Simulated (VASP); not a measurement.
A run of VASP 6.6.1 is set up as follows.

File INCAR:

```
SYSTEM = H11C2NO4
  PREC = Accurate
  ENCUT = 520
  EDIFF = 1E-6
  ISMEAR = -1
  SIGMA = 0.02
  LREAL = .False.
  LASPH = .True.
  NELM = 120
  ALGO = Normal
  ISIF = 2
  LWAVE = .False.
  LCHARG = .False.
  GGA = PE
  NBANDS = 39
  GGA_COMPAT = .False.
```

The input KPOINTS:

```
Automatic mesh
0
Gamma
  1 1 1
  0 0 0
```

The input POSCAR:

```
H11C2NO4
1.0
    5.4914470000      0.0000000000      0.0000000000
    0.0000000000      5.4914470000      0.0000000000
    0.0000000000      0.0000000000      5.4914470000
O H C N
4 11 2 1
Direct
    0.5644778143      0.4835701774      0.6181612970
    0.8305825404      0.5034738567      1.0335891433
    0.1156161573      0.1982719673      0.7369642282
    0.9158059797      0.7723829439      0.5516032477
    0.6534707519      0.6160489212      0.5380913264
    0.6030650938      0.3418771045      0.5134530116
    0.7299169053      0.4944052087      0.8820261763
    0.7534626119      0.3763853134      1.1456361138
    0.2386256300      0.2625901698      0.6242799029
    0.0560690106      0.3419317349      0.8245367751
    0.9307200816      0.9307747120      0.6326747759
    0.9757901697      0.8074374568      0.3906802706
    0.3478500293      0.5681016315      0.0966776152
    0.1174007507      0.7798490999      0.1123565428
    0.2912893450      0.7633689263     -0.1590291229
    0.3009407174      0.7628408323      0.0424296183
    0.4515203370      0.9461258572      0.1483397727
    0.5558826298      1.1075405080      0.2403373828
```

Potentials or basis: VASP PAW PBE potentials, release 64 (O, H, C, N).

Launch:

```sh
$ cat potpaw_PBE.64/O/POTCAR potpaw_PBE.64/H/POTCAR potpaw_PBE.64/C/POTCAR potpaw_PBE.64/N/POTCAR > POTCAR
$ mpirun -np 1 vasp_gam > vasp.out
```

Question: Predict the pressure.

Answer: 0.5 GPa.

Question: Estimate the band gap on the k mesh.

Answer: 5.27 eV.

Forces in eV/Å, atoms in the order of the input:
```
O   -0.762 -1.027 -0.344
O   -0.457 -1.094  0.974
O    0.340 -0.034 -0.458
O    0.140  0.216  0.192
H    0.480  0.482  0.151
H   -0.192  0.171  0.263
H   -0.040 -0.027  0.133
H    0.669  0.930 -1.179
H   -0.249 -0.007  0.336
H   -0.261  0.022  0.287
H    0.253  0.311  0.237
H    0.033 -0.055 -0.518
H    0.286  0.831 -0.090
H   -0.701  0.340 -0.162
H    0.130  0.272  0.379
C    0.450 -1.245 -0.023
C   -0.040  0.155 -0.083
N   -0.079 -0.242 -0.096
```

Caveat: the k points lie up to 1.14 Å⁻¹ apart.
